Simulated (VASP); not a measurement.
# CaSe (Fm-3m) in VASP: a series of runs

Aim: see how the results for CaSe move with the level of theory and the settings. Levels: LDA, BLYP, r2SCAN, PBE. Tasks: single point.

Program: VASP 6.6.1. These are calculated values, not measurements. Logs are shortened: lines on timing, memory, paths and dates and some standing lists are left out, and cuts for length are marked.

### Step 1. The cell of the first run

It takes space group Fm-3m (No. 225, cubic). Conventional cell: a = 5.940 Å, b = 5.940 Å, c = 5.940 Å, α = 90.00°, β = 90.00°, γ = 90.00°. Within 3.9 Å of Ca (site symmetry m-3m) lie 6 Se at 2.97 Å. Se (site symmetry m-3m) has 6 Ca at 2.97 Å within 3.9 Å.

### Step 2. Single point, LDA

File INCAR:

```
PREC = Accurate
ENCUT = 520
EDIFF = 1E-6
ISMEAR = 0
SIGMA = 0.1
LREAL = False
LASPH = True
NELM = 100
ALGO = Normal
ISIF = 2
LWAVE = False
LCHARG = False
NBANDS = 15
```

File KPOINTS:

```
regular mesh
0
Gamma
  4 4 4
```

File POSCAR:

```
CaSe
1.0
    0.0000000000      2.9702381052      2.9702381052
    2.9702381052      0.0000000000      2.9702381052
    2.9702381052      2.9702381052      0.0000000000
Ca Se
1 1
Direct
    0.0000000000      0.0000000000      0.0000000000
    0.5000000000      0.5000000000      0.5000000000
```

Potentials or basis: VASP PAW LDA potentials, release 64 (Ca_sv, Se).

The run is started by

```
cat potpaw_LDA.64/Ca_sv/POTCAR potpaw_LDA.64/Se/POTCAR > POTCAR
mpirun -np 1 vasp_std > vasp.out
```

OUTCAR:

```text
PREC = Accurate
   ENCUT = 520
   EDIFF = 1E-6
   ISMEAR = 0
   LREAL = False
   LASPH = True
   NELM = 100
   ISIF = 2

 ion  position               nearest neighbor table
   1  0.000  0.000  0.000-   2 2.97   2 2.97   2 2.97   2 2.97   2 2.97   2 2.97
   2  0.500  0.500  0.500-   1 2.97   1 2.97   1 2.97   1 2.97   1 2.97   1 2.97

  LATTYP: Found a face centered cubic cell.
 ALAT       =     5.9404762104

  Lattice vectors:

 A1 = (   0.0000000000,   2.9702381052,   2.9702381052)
 A2 = (   2.9702381052,   0.0000000000,   2.9702381052)
 A3 = (   2.9702381052,   2.9702381052,   0.0000000000)

Analysis of symmetry for initial positions (statically):
=====================================================================
 Subroutine PRICEL returns:
 Original cell was already a primitive cell.

 Routine SETGRP: Setting up the symmetry group for a
 face centered cubic supercell.

 Subroutine GETGRP returns: Found 48 space group operations
 (whereof 48 operations were pure point group operations)
 out of a pool of 48 trial point group operations.

The static configuration has the point symmetry O_h .

Analysis of symmetry for dynamics (positions and initial velocities):
=====================================================================
 Subroutine PRICEL returns:
 Original cell was already a primitive cell.

 Routine SETGRP: Setting up the symmetry group for a
 face centered cubic supercell.

 Subroutine GETGRP returns: Found 48 space group operations
 (whereof 48 operations were pure point group operations)
 out of a pool of 48 trial point group operations.

The dynamic configuration has the point symmetry O_h .

 Subroutine INISYM returns: Found 48 space group operations
 (whereof 48 operations are pure point group operations),
 and found     1 'primitive' translations

----------------------------------------------------------------------------------------

                                     Primitive cell

  volume of cell :      52.4087

  direct lattice vectors                    reciprocal lattice vectors
     0.000000000  2.970238105  2.970238105    -0.168336673  0.168336673  0.168336673
     2.970238105  0.000000000  2.970238105     0.168336673 -0.168336673  0.168336673
     2.970238105  2.970238105  0.000000000     0.168336673  0.168336673 -0.168336673

  length of vectors
     4.200551012  4.200551012  4.200551012     0.291567670  0.291567670  0.291567670

  position of ions in fractional coordinates (direct lattice)
     0.000000000  0.000000000  0.000000000
     0.500000000  0.500000000  0.500000000

  ion indices of the primitive-cell ions
[... 70 lines left out ...]
   NUPDOWN=      -1.0000    fix difference up-down
   EMIN   =  10.00;   EMAX   =-10.00  energy-range for DOS
   EFERMI =   0.00;   METHOD = LEGACY
   ISMEAR =     0;   SIGMA  =   0.10  broadening in eV -4-tet -1-fermi 0-gaus
   EFERMI_NEDOS =   21; number of points for ismear=-14 and -15
   IALGO  =     38    algorithm
   IMIX   =      4    mixing-type and parameters
     AMIX     =   0.40;   BMIX     =  1.00
     AMIX_MAG =   1.60;   BMIX_MAG =  1.00
  volume/ion in A,a.u.               =      26.20       176.84
  Fermi-wavevector in a.u.,A,eV,Ry     =   1.102335  2.083111 16.533014  1.215142
  Thomas-Fermi vector in A             =   2.238776
   LORBIT       =      0    0 simple, 1 ext, 2 COOP (PROOUT), +10 PAW based schemes
   GGA     = CA    functional components
   LHFCALC =     F    Hartree Fock is set to
   AEXX    =    0.0000 exact exchange contribution
   IVDW    =     0    specifies the selected vdW correction
   LEPSILON=     F    determine dielectric tensor
   LRPA    =     F    only Hartree local field effects (RPA)
 non-spin polarized calculation
 Gauss-broadening in eV      SIGMA  =   0.10
  energy-cutoff  :      520.00
  volume of cell :       52.41
 maximum number of plane-waves:      1424
   NGX = 15   NGY = 15   NGZ = 15

 number of electron      15.9999999 magnetization

 Free energy of the ion-electron system (eV)
  ---------------------------------------------------
  ext. energy  EPLUGINS =         0.00000000
  ---------------------------------------------------
  free energy    TOTEN  =       -10.52450898 eV

  energy without entropy =      -10.52450898  energy(sigma->0) =      -10.52450898

 E-fermi :   2.7095     XC(G=0):  -9.4406

 val. band max:        2.2713476598   @ k =   0.0000   0.0000   0.0000
 cond. band min:       4.1525455327   @ k =   0.5000   0.5000   0.0000
 fundamental gap:      1.8811978729
 Fermi energy:         2.7095115706

 k-point     1 :       0.0000    0.0000    0.0000
  band No.  band energies     occupation
      1     -37.0610      2.00000
      2     -18.3491      2.00000
      3     -18.3491      2.00000
      4     -18.3491      2.00000
      5      -9.5220      2.00000
      6       2.2713      2.00000
      7       2.2713      2.00000
      8       2.2713      2.00000
      9       5.3000      0.00000
     10       5.8073      0.00000
     11       5.8073      0.00000
     12       5.8073      0.00000
     13       6.4038      0.00000
     14       6.4038      0.00000
[... 113 lines left out ...]
      2     -18.4073      2.00000
      3     -18.4073      2.00000
      4     -18.3890      2.00000
      5      -8.8685      2.00000
      6       0.2872      2.00000
      7       0.2872      2.00000
      8       0.5832      2.00000
      9       6.5026      0.00000
     10       6.5026      0.00000
     11       7.3172      0.00000
     12       7.8198      0.00000
     13       8.1116      0.00000
     14      10.6347      0.00000
     15      11.0089      0.00000

------------------------ aborting loop because EDIFF is reached ----------------------------------------

  FORCE on cell =-STRESS in cart. coord.  units (eV):
  Direction    XX          YY          ZZ          XY          YZ          ZX
  --------------------------------------------------------------------------------------
  -------------------------------------------------------------------------------------
  Total       -1.1088737     -1.1088737     -1.1088737     -0.0000000      0.0000000     -0.0000000
  in kB      -33.8991544    -33.8991544    -33.8991544     -0.0000000      0.0000000     -0.0000000
  external PRESSURE =     -33.8991544 kB  Pullay stress =       0.0000000 kB

 VOLUME and BASIS-vectors are now :
 -----------------------------------------------------------------------------
  energy-cutoff  :      520.00
  volume of cell :       52.41
      direct lattice vectors                 reciprocal lattice vectors
     0.000000000  2.970238105  2.970238105    -0.168336673  0.168336673  0.168336673
     2.970238105  0.000000000  2.970238105     0.168336673 -0.168336673  0.168336673
     2.970238105  2.970238105  0.000000000     0.168336673  0.168336673 -0.168336673

 POSITION                                       TOTAL-FORCE (eV/Angst)
 -----------------------------------------------------------------------------------
      0.00000      0.00000      0.00000         0.000000      0.000000     -0.000000
      2.97024      2.97024      2.97024         0.000000      0.000000      0.000000
 -----------------------------------------------------------------------------------
    total drift:                                0.000000     -0.000000     -0.000000

  FREE ENERGIE OF THE ION-ELECTRON SYSTEM (eV)
  ---------------------------------------------------
  free  energy   TOTEN  =       -10.5245089791 eV

  energy  without entropy=      -10.5245089791  energy(sigma->0) =      -10.52450898
```

It took 10 s on 1 thread of Intel Xeon 8259CL, shared host; peak memory 0.15 GiB.

What came out:

* Free energy: -10.5245 eV
* Pressure: -3.4 GPa
* Band gap on the k mesh: 1.88 eV, indirect (least direct gap 2.81 eV)

Levels at points of the mesh, in eV from the valence-band top:
| k point | band 4 | band 5 | band 6 | band 7 | band 8 | band 9 | band 10 | band 11 | band 12 | band 13 |
| --- | --- | --- | --- | --- | --- | --- | --- | --- | --- | --- |
| (0.00, 0.00, 0.00) | -20.62 | -11.79 | 0.00 | 0.00 | 0.00 | 3.03 | 3.54 | 3.54 | 3.54 | 4.13 |
| (0.50, 0.00, 0.00) | -20.63 | -11.11 | -3.30 | -1.20 | -1.20 | 4.34 | 5.27 | 5.30 | 5.30 | 7.34 |
| (0.50, 0.50, 0.00) | -20.65 | -11.23 | -2.52 | -0.93 | -0.93 | 1.88 | 4.77 | 4.89 | 5.83 | 5.83 |

Caveat: the k points lie up to 0.46 Å⁻¹ apart.

### Step 3. Single point, BLYP

File INCAR:

```
PREC = Accurate
ENCUT = 520
EDIFF = 1E-7
ISMEAR = 0
SIGMA = 0.1
LREAL = False
LASPH = True
NELM = 100
ALGO = Normal
ISIF = 2
LWAVE = False
LCHARG = True
GGA = B5
ALDAX = 1.0
AGGAX = 1.0
AGGAC = 1.0
ALDAC = 0.0
LELF = True
LVHAR = True
NBANDS = 15
```

File KPOINTS:

```
Automatic mesh
0
Gamma
  4 4 4
```

POSCAR is that of step 2.

Potentials or basis: VASP PAW PBE potentials, release 64 (Ca_sv, Se).

The run is started by

```
cat potpaw_PBE.64/Ca_sv/POTCAR potpaw_PBE.64/Se/POTCAR > POTCAR
mpirun -np 1 vasp_std > vasp.out
```

OUTCAR:

```text
PREC = Accurate
   ENCUT = 520
   EDIFF = 1E-7
   ISMEAR = 0
   LREAL = False
   LASPH = True
   NELM = 100
   ISIF = 2
   GGA = B5

 ion  position               nearest neighbor table
   1  0.000  0.000  0.000-   2 2.97   2 2.97   2 2.97   2 2.97   2 2.97   2 2.97
   2  0.500  0.500  0.500-   1 2.97   1 2.97   1 2.97   1 2.97   1 2.97   1 2.97

  LATTYP: Found a face centered cubic cell.
 ALAT       =     5.9404762104

  Lattice vectors:

 A1 = (   0.0000000000,   2.9702381052,   2.9702381052)
 A2 = (   2.9702381052,   0.0000000000,   2.9702381052)
 A3 = (   2.9702381052,   2.9702381052,   0.0000000000)

Analysis of symmetry for initial positions (statically):
=====================================================================
 Subroutine PRICEL returns:
 Original cell was already a primitive cell.

 Routine SETGRP: Setting up the symmetry group for a
 face centered cubic supercell.

 Subroutine GETGRP returns: Found 48 space group operations
 (whereof 48 operations were pure point group operations)
 out of a pool of 48 trial point group operations.

The static configuration has the point symmetry O_h .

Analysis of symmetry for dynamics (positions and initial velocities):
=====================================================================
 Subroutine PRICEL returns:
 Original cell was already a primitive cell.

 Routine SETGRP: Setting up the symmetry group for a
 face centered cubic supercell.

 Subroutine GETGRP returns: Found 48 space group operations
 (whereof 48 operations were pure point group operations)
 out of a pool of 48 trial point group operations.

The dynamic configuration has the point symmetry O_h .

 Subroutine INISYM returns: Found 48 space group operations
 (whereof 48 operations are pure point group operations),
 and found     1 'primitive' translations

----------------------------------------------------------------------------------------

                                     Primitive cell

  volume of cell :      52.4087

  direct lattice vectors                    reciprocal lattice vectors
     0.000000000  2.970238105  2.970238105    -0.168336673  0.168336673  0.168336673
     2.970238105  0.000000000  2.970238105     0.168336673 -0.168336673  0.168336673
[... 103 lines left out ...]
 maximum number of plane-waves:      1424
   NGX = 15   NGY = 15   NGZ = 15

 number of electron      15.9999996 magnetization

 Free energy of the ion-electron system (eV)
  ---------------------------------------------------
  ext. energy  EPLUGINS =         0.00000000
  ---------------------------------------------------
  free energy    TOTEN  =        -8.53140633 eV

  energy without entropy =       -8.53140633  energy(sigma->0) =       -8.53140633

 E-fermi :   3.2874     XC(G=0):  -8.5690

 val. band max:        2.7608781603   @ k =   0.0000   0.0000   0.0000
 cond. band min:       4.9084965245   @ k =   0.5000   0.5000   0.0000
 fundamental gap:      2.1476183643
 Fermi energy:         3.2873600792

 k-point     1 :       0.0000    0.0000    0.0000
  band No.  band energies     occupation
      1     -37.0793      2.00000
      2     -18.1750      2.00000
      3     -18.1750      2.00000
      4     -18.1750      2.00000
      5      -8.9799      2.00000
      6       2.7609      2.00000
      7       2.7609      2.00000
      8       2.7609      2.00000
      9       6.2456      0.00000
     10       6.4195      0.00000
     11       6.4195      0.00000
     12       6.4195      0.00000
     13       6.9073      0.00000
     14       6.9073      0.00000
[... 113 lines left out ...]
      2     -18.2278      2.00000
      3     -18.2278      2.00000
      4     -18.2111      2.00000
      5      -8.3532      2.00000
      6       0.8821      2.00000
      7       0.8821      2.00000
      8       1.1358      2.00000
      9       7.1200      0.00000
     10       7.1200      0.00000
     11       7.8894      0.00000
     12       8.2707      0.00000
     13       8.5615      0.00000
     14      11.1929      0.00000
     15      11.8139      0.00000

------------------------ aborting loop because EDIFF is reached ----------------------------------------

  FORCE on cell =-STRESS in cart. coord.  units (eV):
  Direction    XX          YY          ZZ          XY          YZ          ZX
  --------------------------------------------------------------------------------------
  -------------------------------------------------------------------------------------
  Total        0.9112465      0.9112465      0.9112465     -0.0000000      0.0000000      0.0000000
  in kB       27.8575338     27.8575338     27.8575338     -0.0000000      0.0000000      0.0000000
  external PRESSURE =      27.8575338 kB  Pullay stress =       0.0000000 kB

 VOLUME and BASIS-vectors are now :
 -----------------------------------------------------------------------------
  energy-cutoff  :      520.00
  volume of cell :       52.41
      direct lattice vectors                 reciprocal lattice vectors
     0.000000000  2.970238105  2.970238105    -0.168336673  0.168336673  0.168336673
     2.970238105  0.000000000  2.970238105     0.168336673 -0.168336673  0.168336673
     2.970238105  2.970238105  0.000000000     0.168336673  0.168336673 -0.168336673

 POSITION                                       TOTAL-FORCE (eV/Angst)
 -----------------------------------------------------------------------------------
      0.00000      0.00000      0.00000         0.000000      0.000000      0.000000
      2.97024      2.97024      2.97024         0.000000      0.000000      0.000000
 -----------------------------------------------------------------------------------
    total drift:                                0.000000     -0.000000     -0.000000

  FREE ENERGIE OF THE ION-ELECTRON SYSTEM (eV)
  ---------------------------------------------------
  free  energy   TOTEN  =        -8.5314063338 eV

  energy  without entropy=       -8.5314063338  energy(sigma->0) =       -8.53140633
```

OSZICAR:

```text
N       E                     dE             d eps       ncg     rms          rms(c)
DAV:   1     0.106736830752E+03    0.10674E+03   -0.73147E+03   240   0.980E+02
DAV:   2    -0.430636917738E+01   -0.11104E+03   -0.10579E+03   324   0.247E+02
DAV:   3    -0.852642403217E+01   -0.42201E+01   -0.41862E+01   317   0.455E+01
DAV:   4    -0.876335634956E+01   -0.23693E+00   -0.23691E+00   339   0.899E+00
DAV:   5    -0.876515976846E+01   -0.18034E-02   -0.18033E-02   303   0.857E-01    0.434E+00
DAV:   6    -0.853991975758E+01    0.22524E+00   -0.33720E-01   275   0.276E+00    0.252E+00
DAV:   7    -0.852698343864E+01    0.12936E-01   -0.13385E-01   305   0.205E+00    0.963E-01
DAV:   8    -0.853139542737E+01   -0.44120E-02   -0.13577E-02   247   0.995E-01    0.125E-01
DAV:   9    -0.853127862593E+01    0.11680E-03   -0.90276E-04   282   0.306E-01    0.574E-02
DAV:  10    -0.853137961292E+01   -0.10099E-03   -0.15634E-04   297   0.882E-02    0.215E-02
DAV:  11    -0.853140665458E+01   -0.27042E-04   -0.51685E-05   247   0.640E-02    0.850E-03
DAV:  12    -0.853140643604E+01    0.21854E-06   -0.23213E-06   326   0.106E-02    0.453E-03
DAV:  13    -0.853140631249E+01    0.12355E-06   -0.93623E-07   282   0.594E-03    0.120E-03
DAV:  14    -0.853140633377E+01   -0.21279E-07   -0.20058E-08   162   0.116E-03
   1 F= -.85314063E+01 E0= -.85314063E+01  d E =-.242355E-14
```

stdout:

```text
POSCAR found type information on POSCAR CaSe
 POSCAR found :  2 types and       2 ions
 scaLAPACK will be used
 -----------------------------------------------------------------------------
|                                                                             |
|                                                                             |
|     You enforced a specific xc type in the INCAR file but a different       |
|     I HOPE YOU KNOW WHAT YOU ARE DOING!                                     |
|                                                                             |
 -----------------------------------------------------------------------------

 LDA part: xc-table for (Slater(with rela. corr.)+VWN5), standard interpolation
 POSCAR, INCAR and KPOINTS ok, starting setup
 FFT: planning ... GRIDC
 FFT: planning ... GRID_SOFT
 FFT: planning ... GRID
 WAVECAR not read
 entering main loop
```

It took 36 s on 1 thread of Intel Xeon 8259CL, shared host; peak memory 0.17 GiB.

What came out:

```
Free energy            : -8.5314 eV
Pressure               : 2.8 GPa
Band gap on the k mesh : 2.15 eV, indirect (least direct gap 3.04 eV)
```

Levels at points of the mesh, in eV from the valence-band top:
```tsv
k point	band 4	band 5	band 6	band 7	band 8	band 9	band 10	band 11	band 12	band 13
(0.00, 0.00, 0.00)	-20.94	-11.74	0.00	0.00	0.00	3.48	3.66	3.66	3.66	4.15
(0.50, 0.00, 0.00)	-20.94	-11.09	-3.15	-1.18	-1.18	4.78	5.31	5.31	5.33	7.24
(0.50, 0.50, 0.00)	-20.97	-11.20	-2.40	-0.90	-0.90	2.15	4.85	5.06	5.78	5.80
```

Caveat: the k points lie up to 0.46 Å⁻¹ apart; the PAW data sets were made with another functional, which shifts forces and pressure a little. A k mesh can miss the band edges.

[end of part 1 of 2]
